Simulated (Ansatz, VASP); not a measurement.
## Ga3AsP2 in VASP and in Ansatz

```
Ga P As
1.0
    -1.97353    1.97353    8.38292
     1.97353   -1.97353    8.38292
     1.97353    1.97353   -8.38292
Ga P As
3 2 1
Cartesian
  0.0000 0.0000 0.0000
  0.0000 0.0000 11.1078
  0.0000 0.0000 5.6580
  0.0000 1.9735 1.3631
  0.0000 1.9735 7.0199
  1.9735 0.0000 4.1915
```

Alike in both runs: functional PBE; k mesh 10 × 10 × 10; occupations gaussian, width 0.02 eV; no spin polarisation.

Ansatz relaxed the structure, and its values are those at the end. VASP's run is a single point on that final structure, the one shown.

|  | VASP | Ansatz |
| --- | --- | --- |
| version | VASP 6.6.1 | Ansatz 0.2.0 |
| potentials or method | VASP PAW PBE potentials, release 64 (Ga_d, P, As), cutoff 520 eV | scalar-relativistic, plane waves, PAW |
| valence electrons in the cell | 54 | 64 |

Ansatz gave:

* gap on the k mesh at the Fermi level (eV): 1.04
* least direct gap on the mesh (eV): 1.04
* pressure (GPa): 0.0
* rms of the force components (eV/Å): 0.000

Question: Estimate VASP's values.

Answer: gap on the k mesh at the Fermi level (eV): 1.04; least direct gap on the mesh (eV): 1.04; pressure (GPa): 0.1; rms of the force components (eV/Å): 0.005.

With one functional, cell and mesh, what is left measures potentials, basis and numerics. VASP's potentials hold 54 valence electrons a cell and Ansatz's 64, so a difference there can come from the potentials and not from the codes.
